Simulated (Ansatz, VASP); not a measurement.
**AlN: VASP beside Ansatz**

INCAR

```
SYSTEM = AlN
PREC = Accurate ; ENCUT = 520
EDIFF = 1E-6 ; ISMEAR = 0
SIGMA = 0.05 ; LREAL = .FALSE.
LASPH = .TRUE. ; NELM = 80
ALGO = Normal ; ISIF = 2
LWAVE = .FALSE. ; LCHARG = .FALSE.
GGA = PE ; NBANDS = 26
```

Contents of KPOINTS:

```
regular mesh
0
G
  8 8 3
  0 0 0
```

Contents of POSCAR:

```
AlN
1.0
   -3.1302395629      0.0000000000      0.0000000000
   -1.5651197814     -2.7108669814      0.0000000000
    0.0000000000      0.0000000000      9.8859593112
Al N
4 4
Direct
    0.3333333333      0.3333333333      0.6645468448
    0.3333333333      0.3333333333      0.1569603277
    0.6666666667      0.6666666667      0.9183401034
    0.6666666667      0.6666666667      0.4107535863
    0.3333333333      0.3333333333      0.8582127067
    0.3333333333      0.3333333333      0.3506261895
    0.6666666667      0.6666666667      0.0968329309
    0.6666666667      0.6666666667      0.6044194481
```

Input for Ansatz:

```yaml
crystal:
  lattice:
    - [-3.1302395629, 0.0, 0.0]
    - [-1.5651197814, -2.7108669814, 0.0]
    - [0.0, 0.0, 9.8859593112]
  atoms:
    - { symbol: Al, position: [0.3333333333, 0.3333333333, 0.6645468448] }
    - { symbol: Al, position: [0.3333333333, 0.3333333333, 0.1569603277] }
    - { symbol: Al, position: [0.6666666667, 0.6666666667, 0.9183401034] }
    - { symbol: Al, position: [0.6666666667, 0.6666666667, 0.4107535863] }
    - { symbol: "N", position: [0.3333333333, 0.3333333333, 0.8582127067] }
    - { symbol: "N", position: [0.3333333333, 0.3333333333, 0.3506261895] }
    - { symbol: "N", position: [0.6666666667, 0.6666666667, 0.0968329309] }
    - { symbol: "N", position: [0.6666666667, 0.6666666667, 0.6044194481] }
basis:
  ecutwfc: 420
kpoints:
  mp_grid: { grid: [8, 8, 3] }
hamiltonian:
  xc: pbe
scf:
  occupations: { method: gaussian, width: 0.05 }
output:
  forces: true
  stress: true
  eigenvalues: true
```

Alike in both runs: task single point; functional PBE; k mesh 8 × 8 × 3; occupations gaussian, width 0.05 eV; no spin polarisation.

|  | VASP | Ansatz |
| --- | --- | --- |
| version | VASP 6.6.1 | Ansatz 0.2.0 |
| potentials or method | VASP PAW PBE potentials, release 64 (Al, N), cutoff 520 eV | scalar-relativistic, plane waves, PAW |
| valence electrons in the cell | 32 | 32 |

|  | VASP | Ansatz | Ansatz less VASP |
| --- | --- | --- | --- |
| gap on the k mesh at the Fermi level (eV) | 4.15 | 4.14 | -0.009 |
| least direct gap on the mesh (eV) | 4.15 | 4.14 | -0.009 |
| pressure (GPa) | 3.4 | 3.7 | +0.26 |
| traceless stress, the component that is largest in VASP (GPa) | 6.00 | 5.90 | -0.098 |
| rms of the force components (eV/Å) | 0.746 | 0.744 | -0.0019 |

Atom by atom the forces differ by 0.003 eV/Å (rms over components). The functional is the same, so the differences come from potentials, cutoffs and numerics.
